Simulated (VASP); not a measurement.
Al2O3, 10 atoms in the cell. It takes space group Pnnm (No. 58, orthorhombic). Conventional cell: a = 4.614 Å, b = 9.563 Å, c = 3.120 Å, α = 90.00°, β = 90.00°, γ = 90.00°. Al (site symmetry m) has 4 O at 1.68 to 1.82 Å within 2.2 Å. O (site symmetry m) has 3 Al at 1.82 Å within 2.4 Å. O (site symmetry 2/m) has 2 Al at 1.68 Å within 2.2 Å. 

| Item | Value |
| --- | --- |
| Program | VASP 6.6.1 |
| Task | single point |
| Functional | LDA |
| Potentials or basis | VASP PAW LDA potentials, release 64 (Al, O) |
| Cutoff | 520 eV |
| k mesh | 6 × 4 × 8 |
| Occupations | gaussian, width 0.05 eV |
| Spin | no spin polarisation |
| Dipole correction | no |
| Further INCAR settings | ALGO = Normal; EDIFF = 1e-07; NBANDS = 35 |

Potentials or basis: VASP PAW LDA potentials, release 64 (Al, O).

The run is started by

```sh
$ cat potpaw_LDA.64/Al/POTCAR potpaw_LDA.64/O/POTCAR > POTCAR
$ mpirun -np 1 vasp_std > vasp.out
```

Hardware: 1 thread of Intel(R) Xeon(R) Platinum 8259CL CPU @ 2.50GHz (Skylake/Cascade Lake) (shared host).

Task: How long does it take, and how much memory?

Result: Run time: 2.9 min on 1 thread of Intel(R) Xeon(R) Platinum 8259CL CPU @ 2.50GHz (Skylake/Cascade Lake), with other jobs on the host, peak memory 0.32 GiB. Counts: scf iterations 15, k points 60.
